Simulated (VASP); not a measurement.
A run of VASP 6.6.1 is set up as follows.

INCAR

```
ALGO = Normal
EDIFF = 1E-6
ENCUT = 520
GGA = PS
ISIF = 2
ISMEAR = 0
LASPH = True
LCHARG = False
LREAL = False
LWAVE = False
NBANDS = 38
NELM = 60
PREC = Accurate
SIGMA = 0.15
```

The input KPOINTS:

```
k-points
0
Gamma
  12 12 6
```

The input POSCAR:

```
TaSi2
1.0
    4.6181605319      0.0000000000      0.0000000000
   -2.3090802659      3.9994443394      0.0000000000
    0.0000000000      0.0000000000      6.6544851864
Ta Si
3 6
Direct
    0.5000000000      0.0000000000      0.0000000000
    0.5000000000      0.5000000000      0.6666666667
    0.0000000000      0.5000000000      0.3333333333
    0.1592827538      0.3185655077      0.0000000000
    0.8407172462      0.1592827538      0.6666666667
    0.6814344923      0.8407172462      0.3333333333
    0.8407172462      0.6814344923      0.0000000000
    0.1592827538      0.8407172462      0.6666666667
    0.3185655077      0.1592827538      0.3333333333
```

Potentials or basis: VASP PAW PBE potentials, release 64 (Ta_pv, Si).

Launch:

```sh
$ cat potpaw_PBE.64/Ta_pv/POTCAR potpaw_PBE.64/Si/POTCAR > POTCAR
$ mpirun -np 1 vasp_std > vasp.out
```

Q: What does it give for the pressure?

A: 9.8 GPa.

Q: Predict the band gap on the k mesh.

A: Zero (an odd number of electrons rules out a gap without spin polarisation).

Q: What does it give for the largest force?

A: 0.192 eV/Å.

Forces in eV/Å, atoms in the order of the input:
```
Ta   0.000  0.000  0.000
Ta   0.000  0.000  0.000
Ta   0.000  0.000  0.000
Si   0.000  0.192  0.000
Si  -0.167  0.096  0.000
Si  -0.167 -0.096  0.000
Si   0.000 -0.192  0.000
Si   0.167 -0.096  0.000
Si   0.167  0.096  0.000
```

Caveat: the cell differs from its parent crystal (strain -0.030 along x and y, +0.015 along z); the cell stands under pressure; the PAW data sets were made with another functional, which shifts forces and pressure a little; spin-orbit coupling is left out, which moves the levels of the heavy elements.
